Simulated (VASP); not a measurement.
Set up this calculation in VASP 6.6.1, as the native input.

```
Task                   : single point
Functional             : PBE
Potentials or basis    : VASP PAW PBE potentials, release 64 (Mg, O)
Cutoff                 : 600 eV
k mesh                 : 6 × 6 × 6
Occupations            : gaussian, width 0.01 eV
Spin                   : no spin polarisation
Dipole correction      : no
Further INCAR settings : ALGO = Normal; EDIFF = 1e-06; NBANDS = 16
```

The structure of MgO lies in POSCAR:

```
MgO
1.0
    3.5207217159      0.0000000000      0.0000000000
   -1.7603608580      3.0490344456      0.0000000000
    0.0000000000      0.0000000000      4.2382702817
Mg O
2 2
Direct
    0.6666666667      0.3333333333      0.7500000000
    0.3333333333      0.6666666667      0.2500000000
    0.6666666667      0.3333333333      0.2500000000
    0.3333333333      0.6666666667      0.7500000000
```

These files were run (other wordings do the same):

INCAR

```
ALGO = Normal
EDIFF = 1E-6
ENCUT = 600
GGA = PE
GGA_COMPAT = F
ISIF = 2
ISMEAR = 0
LASPH = T
LCHARG = T
LELF = T
LREAL = F
LVHAR = T
LWAVE = F
NBANDS = 16
NELM = 120
PREC = Accurate
SIGMA = 0.01
```

KPOINTS

```
k-points
0
Gamma
  6 6 6
```

Potentials or basis: VASP PAW PBE potentials, release 64 (Mg, O).

Launch:

```bash
$ cat potpaw_PBE.64/Mg/POTCAR potpaw_PBE.64/O/POTCAR > POTCAR
$ mpirun -np 1 vasp_std > vasp.out
```

It gave:

```json
{
  "Pressure": "-0.7 GPa",
  "Band gap on the k mesh": "3.26 eV, direct"
}
```

It took 9.8 s on 1 thread of Intel(R) Xeon(R) 6975P-C (Granite Rapids) (shared host), peak memory 0.18 GiB.
